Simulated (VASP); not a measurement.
# Li3Bi2Br in VASP: single point with PBE

Aim: the single point of Li3Bi2Br with PBE.

All numbers are computed with VASP 6.6.1; they aren't measurements. Logs are shortened: lines on timing, memory, paths and dates and some standing lists are left out, and cuts for length are marked.

### 1 The cell of the first run

The cell holds a disordered packing, 6 atoms: a = 4.771 Å, b = 5.479 Å, c = 6.089 Å, α = 89.62°, β = 67.44°, γ = 86.34°.

### 2 Single point, PBE

INCAR reads:

```
PREC = Accurate ; ENCUT = 520
EDIFF = 1E-6 ; ISMEAR = -1
SIGMA = 0.0709 ; LREAL = False
LASPH = True ; NELM = 60
ALGO = Normal ; ISIF = 2
LWAVE = False ; LCHARG = False
GGA = PE ; NELECT = 48.0
NBANDS = 32
```

KPOINTS reads:

```
Automatic mesh
0
Gamma
  4 4 3
  0.5 0 0
```

POSCAR reads:

```
Li3Bi2Br
1.0
    4.6561450000      0.6149870000     -0.8390520000
   -0.3487610000      5.4675270000      0.0854660000
    3.2936810000      0.1703570000      5.1187670000
Li Br Bi
3 1 2
Direct
    0.3469940000      0.5290630000      0.4313830000
    0.7400130000      0.8112340000      0.7451130000
    0.0011770000      0.6073810000      0.1204170000
    0.7837930000      0.3254090000      0.5839680000
    0.1822190000      0.1359730000      0.8133670000
    0.3186760000      0.0293830000      0.2629480000
```

Potentials or basis: VASP PAW PBE potentials, release 64 (Li_sv, Br, Bi_d).

Launch:

```console
$ cat potpaw_PBE.64/Li_sv/POTCAR potpaw_PBE.64/Br/POTCAR potpaw_PBE.64/Bi_d/POTCAR > POTCAR
$ mpirun -np 1 vasp_std > vasp.out
```

OUTCAR:

```text
PREC = Accurate
   ENCUT = 520
   EDIFF = 1E-6
   ISMEAR = -1
   LREAL = False
   LASPH = True
   NELM = 60
   ISIF = 2
   GGA = PE
   NELECT = 48.0

 ion  position               nearest neighbor table
   1  0.347  0.529  0.431-   6 2.93   6 2.96   5 3.07
   2  0.740  0.811  0.745-   5 2.99   5 3.00   6 3.21
   3  0.001  0.607  0.120-   5 3.07   6 3.14
   4  0.784  0.325  0.584-   5 2.90   5 2.92   6 2.94
   5  0.182  0.136  0.813-   4 2.90   4 2.92   2 2.99   2 3.00   1 3.07   3 3.07   6 3.09   6 3.21

   6  0.319  0.029  0.263-   1 2.93   4 2.94   1 2.96   5 3.09   3 3.14   2 3.21   5 3.21

  LATTYP: Found a triclinic cell.
 ALAT       =     4.7709436729
 B/A-ratio  =     1.2763226846
 C/A-ratio  =     1.1484741812
 COS(alpha) =     0.0065998794
 COS(beta)  =     0.0637633061
 COS(gamma) =     0.3836531331

  Lattice vectors:

 A1 = (  -4.6561450000,  -0.6149870000,   0.8390520000)
 A2 = (  -3.2936810000,  -0.1703570000,  -5.1187670000)
 A3 = (   0.3487610000,  -5.4675270000,  -0.0854660000)

Analysis of symmetry for initial positions (statically):
=====================================================================
 Subroutine PRICEL returns:
 Original cell was already a primitive cell.

 Routine SETGRP: Setting up the symmetry group for a
 triclinic supercell.

 Subroutine GETGRP returns: Found  1 space group operations
 (whereof  1 operations were pure point group operations)
 out of a pool of  2 trial point group operations.

The static configuration has the point symmetry C_1 .

Analysis of symmetry for dynamics (positions and initial velocities):
=====================================================================
 Subroutine PRICEL returns:
 Original cell was already a primitive cell.

 Routine SETGRP: Setting up the symmetry group for a
 triclinic supercell.

 Subroutine GETGRP returns: Found  1 space group operations
 (whereof  1 operations were pure point group operations)
 out of a pool of  2 trial point group operations.

The dynamic configuration has the point symmetry C_1 .

 Subroutine INISYM returns: Found  1 space group operations
 (whereof  1 operations are pure point group operations),
 and found     1 'primitive' translations

----------------------------------------------------------------------------------------

                                     Primitive cell

  volume of cell :     146.6745

  direct lattice vectors                    reciprocal lattice vectors
     4.656145000  0.614987000 -0.839052000     0.190711010  0.014090550 -0.123182331
    -0.348761000  5.467527000  0.085466000    -0.022436852  0.181335513  0.008402035
     3.293681000  0.170357000  5.118767000     0.031635361 -0.000718008  0.175027605

  length of vectors
     4.770943673  5.479305628  6.089263637     0.227471140  0.182911385  0.177865045

  position of ions in fractional coordinates (direct lattice)
     0.346994000  0.529063000  0.431383000
     0.740013000  0.811234000  0.745113000
     0.001177000  0.607381000  0.120417000
     0.783793000  0.325409000  0.583968000
     0.182219000  0.135973000  0.813367000
     0.318676000  0.029383000  0.262948000

  ion indices of the primitive-cell ions
   primitive index   ion index
                 1           1
                 2           2
                 3           3
                 4           4
                 5           5
                 6           6

----------------------------------------------------------------------------------------

 KPOINTS: Automatic mesh

Automatic generation of k-mesh.
 Grid dimensions read from file:
 generate k-points for:    4    4    3

 Generating k-lattice:

  Cartesian coordinates                     Fractional coordinates (reciprocal lattice)
     0.047677752  0.003522638 -0.030795583     0.250000000  0.000000000  0.000000000
    -0.005609213  0.045333878  0.002100509    -0.000000000  0.250000000 -0.000000000
     0.010545120 -0.000239336  0.058342535     0.000000000  0.000000000  0.333333333

  Length of vectors
     0.056867785  0.045727846  0.059288348

  Shift w.r.t. Gamma in fractional coordinates (k-lattice)
     0.500000000  0.000000000  0.000000000

 Subroutine IBZKPT returns following result:
 ===========================================

 Found     24 irreducible k-points:

 Following reciprocal coordinates:
            Coordinates               Weight
  0.125000  0.000000  0.000000      2.000000
  0.375000  0.000000  0.000000      2.000000
  0.125000  0.250000  0.000000      2.000000
  0.375000  0.250000  0.000000      2.000000
 -0.375000  0.250000 -0.000000      2.000000
 -0.125000  0.250000  0.000000      2.000000
[... 16 lines left out ...]
 -0.375000 -0.250000  0.333333      2.000000
 -0.125000 -0.250000  0.333333      2.000000
   k-points           NKPTS =     24   k-points in BZ     NKDIM =     24   number of bands    NBANDS=     32
   number of dos      NEDOS =    301   number of ions     NIONS =      6
   total plane-waves  NPLWV =  72576
   dimension x,y,z NGX =    36 NGY =   42 NGZ =   48
   dimension x,y,z NGXF=    72 NGYF=   84 NGZF=   96
   ions per type =               3   1   2
   NGX,Y,Z   is equivalent  to a cutoff of  12.54, 12.74, 13.10 a.u.
   NGXF,Y,Z  is equivalent  to a cutoff of  25.09, 25.49, 26.21 a.u.
 SYSTEM =  unknown system
   PREC   = accura    normal or accurate (medium, high low for compatibility)
   ISTART =      0    job   : 0-new  1-cont  2-samecut
   ICHARG =      2    charge: 1-file 2-atom 10-const
   ISPIN  =      1    spin polarized calculation?
   LNONCOLLINEAR =      F non collinear calculations
   LSORBIT =      F    spin-orbit coupling
   LASPH  =      T    aspherical Exc in radial PAW
   ENCUT  =  520.0 eV  38.22 Ry    6.18 a.u.   8.87 10.19 11.32*2*pi/ulx,y,z
   NELM   =     60;   NELMIN=  2; NELMDL= -5     # of ELM steps
   EDIFF  = 0.1E-05   stopping-criterion for ELM
   LREAL  =      F    real-space projection
   EDIFFG = 0.1E-04   stopping-criterion for IOM
   NSW    =      0    number of steps for IOM
   IBRION =     -1    ionic relax: 0-MD 1-quasi-New 2-CG
   NFREE  =      0    steps in history (QN), initial steepest desc. (CG)
   ISIF   =      2    stress and relaxation
   ISYM   =      2    0-nonsym 1-usesym 2-fastsym
   POTIM  = 0.5000    time-step for ionic-motion
   TEBEG  =    0.0;   TEEND  =   0.0 temperature during run
   PSTRESS=    0.0 pullay stress
   NELECT =      48.0000    total number of electrons
   NUPDOWN=      -1.0000    fix difference up-down
   EMIN   =  10.00;   EMAX   =-10.00  energy-range for DOS
   EFERMI =   0.00;   METHOD = LEGACY
   ISMEAR =    -1;   SIGMA  =   0.07  broadening in eV -4-tet -1-fermi 0-gaus
   EFERMI_NEDOS =   21; number of points for ismear=-14 and -15
   IALGO  =     38    algorithm
   IMIX   =      4    mixing-type and parameters
     AMIX     =   0.40;   BMIX     =  1.00
     AMIX_MAG =   1.60;   BMIX_MAG =  1.00
  volume/ion in A,a.u.               =      24.45       164.97
  Fermi-wavevector in a.u.,A,eV,Ry     =   1.128159  2.131912 17.316723  1.272743
  Thomas-Fermi vector in A             =   2.264848
   LORBIT       =      0    0 simple, 1 ext, 2 COOP (PROOUT), +10 PAW based schemes
   GGA     = PE    functional components
   LHFCALC =     F    Hartree Fock is set to
   AEXX    =    0.0000 exact exchange contribution
   IVDW    =     0    specifies the selected vdW correction
   LEPSILON=     F    determine dielectric tensor
   LRPA    =     F    only Hartree local field effects (RPA)
 non-spin polarized calculation
  energy-cutoff  :      520.00
  volume of cell :      146.67
 maximum number of plane-waves:      3961
   NGX = 17   NGY = 21   NGZ = 23

 number of electron      47.9999988 magnetization

 Free energy of the ion-electron system (eV)
  ---------------------------------------------------
  ext. energy  EPLUGINS =         0.00000000
  ---------------------------------------------------
  free energy    TOTEN  =        -6.64922806 eV

  energy without entropy =       -6.62425852  energy(sigma->0) =       -6.63674329

 E-fermi :   5.2352     XC(G=0):  -9.0568

 val. band max:        5.2196049442   @ k =  -0.3750   0.2500   0.3333
 cond. band min:       5.4261287312   @ k =  -0.1250  -0.0000   0.3333
 fundamental gap:      0.2065237869
 Fermi energy:         5.2351942886

 k-point     1 :       0.1250    0.0000    0.0000
  band No.  band energies     occupation
      1     -42.9528      2.00000
      2     -42.9311      2.00000
      3     -42.7434      2.00000
      4     -18.1990      2.00000
      5     -18.0761      2.00000
      6     -18.0554      2.00000
[... 24 lines left out ...]
     31       8.9359      0.00000
     32       9.9326      0.00000

 k-point     2 :       0.3750    0.0000    0.0000
  band No.  band energies     occupation
      1     -42.9522      2.00000
      2     -42.9316      2.00000
      3     -42.7434      2.00000
      4     -18.1987      2.00000
      5     -18.0765      2.00000
      6     -18.0544      2.00000
[... 24 lines left out ...]
     31       9.4687      0.00000
     32      10.1246      0.00000

 k-point     3 :       0.1250    0.2500    0.0000
  band No.  band energies     occupation
      1     -42.9527      2.00000
      2     -42.9310      2.00000
      3     -42.7434      2.00000
      4     -18.1989      2.00000
      5     -18.0761      2.00000
      6     -18.0554      2.00000
[... 24 lines left out ...]
     31       9.2419      0.00000
     32      10.0309      0.00000

 k-point     4 :       0.3750    0.2500    0.0000
  band No.  band energies     occupation
      1     -42.9522      2.00000
      2     -42.9315      2.00000
      3     -42.7434      2.00000
      4     -18.1986      2.00000
      5     -18.0765      2.00000
      6     -18.0544      2.00000
[... 24 lines left out ...]
     31       9.6120      0.00000
     32       9.9536      0.00000

 k-point     5 :      -0.3750    0.2500   -0.0000
  band No.  band energies     occupation
      1     -42.9522      2.00000
      2     -42.9315      2.00000
      3     -42.7434      2.00000
      4     -18.1986      2.00000
      5     -18.0765      2.00000
      6     -18.0544      2.00000
[... 584 lines left out ...]
     31       9.4137      0.00000
     32       9.9585      0.00000

 k-point    22 :       0.3750   -0.2500    0.3333
  band No.  band energies     occupation
      1     -42.9522      2.00000
      2     -42.9316      2.00000
      3     -42.7434      2.00000
      4     -18.1885      2.00000
      5     -18.0985      2.00000
      6     -18.0275      2.00000
[... 24 lines left out ...]
     31       9.7251      0.00000
     32      10.1994      0.00000

 k-point    23 :      -0.3750   -0.2500    0.3333
  band No.  band energies     occupation
      1     -42.9522      2.00000
      2     -42.9316      2.00000
      3     -42.7434      2.00000
      4     -18.1873      2.00000
      5     -18.0990      2.00000
      6     -18.0272      2.00000
[... 24 lines left out ...]
     31       9.4374      0.00000
     32      10.5180      0.00000

 k-point    24 :      -0.1250   -0.2500    0.3333
  band No.  band energies     occupation
      1     -42.9527      2.00000
      2     -42.9311      2.00000
      3     -42.7434      2.00000
      4     -18.1863      2.00000
      5     -18.0996      2.00000
      6     -18.0291      2.00000
[... 24 lines left out ...]
     31       9.5133      0.00000
     32       9.8727      0.00000

------------------------ aborting loop because EDIFF is reached ----------------------------------------

  FORCE on cell =-STRESS in cart. coord.  units (eV):
  Direction    XX          YY          ZZ          XY          YZ          ZX
  --------------------------------------------------------------------------------------
  -------------------------------------------------------------------------------------
  Total       26.4831580     15.3063302     22.8446387     -0.0333021     -0.8502929     -1.6609974
  in kB      289.2849327    167.1964764    249.5400950     -0.3637704     -9.2880515    -18.1436642
  external PRESSURE =     235.3405013 kB  Pullay stress =       0.0000000 kB

 VOLUME and BASIS-vectors are now :
 -----------------------------------------------------------------------------
  energy-cutoff  :      520.00
  volume of cell :      146.67
      direct lattice vectors                 reciprocal lattice vectors
     4.656145000  0.614987000 -0.839052000     0.190711010  0.014090550 -0.123182331
    -0.348761000  5.467527000  0.085466000    -0.022436852  0.181335513  0.008402035
     3.293681000  0.170357000  5.118767000     0.031635361 -0.000718008  0.175027605

 POSITION                                       TOTAL-FORCE (eV/Angst)
 -----------------------------------------------------------------------------------
      2.85198      3.17955      1.96222         0.108045      0.029298      0.121181
      5.61685      5.01748      3.26248        -0.043401      0.003608      0.085232
      0.19026      3.34211      0.66731        -0.074001      0.359843     -0.026366
      5.45937      2.36069      2.35936        -1.397255      3.145272     -0.569940
      3.47999      0.99406      4.02217         0.375763     -1.696686      1.859693
      2.33962      0.40143      1.08110         1.030849     -1.841334     -1.469800
 -----------------------------------------------------------------------------------
    total drift:                               -0.000060     -0.001558     -0.000651

  FREE ENERGIE OF THE ION-ELECTRON SYSTEM (eV)
  ---------------------------------------------------
  free  energy   TOTEN  =        -6.6492280608 eV

  energy  without entropy=       -6.6242585220  energy(sigma->0) =       -6.63674329
```

Wall time 2.5 min (1 thread of Oxide Virtual Turin-like, shared host); peak memory 0.28 GiB.

What came out:

| Property | Result |
| --- | --- |
| Free energy | -6.6492 eV |
| Largest force | 3.489 eV/Å |

Forces on the atoms (eV/Å):
```
Li   0.108  0.029  0.121
Li  -0.043  0.004  0.085
Li  -0.074  0.360 -0.026
Br  -1.397  3.145 -0.570
Bi   0.376 -1.697  1.860
Bi   1.031 -1.841 -1.470
```

Levels at points of the mesh, in eV from the Fermi level:
| k point | band 22 | band 23 | band 24 | band 25 | band 26 | band 27 |
| --- | --- | --- | --- | --- | --- | --- |
| (0.12, 0.00, 0.00) | -1.89 | -1.10 | -0.56 | 0.43 | 1.00 | 1.63 |

Caveat: the k points lie up to 0.37 Å⁻¹ apart; the cell carries a net charge on a neutralising background, which shifts energy and pressure; the cell is charged against a uniform background, so pressure and absolute levels hang on convention; the cutoff is under 1.25 times the usual one of these potentials, so pressure, stress and relaxed cells hold a basis-set (Pulay) error; spin-orbit coupling is left out, which moves the levels of the heavy elements.
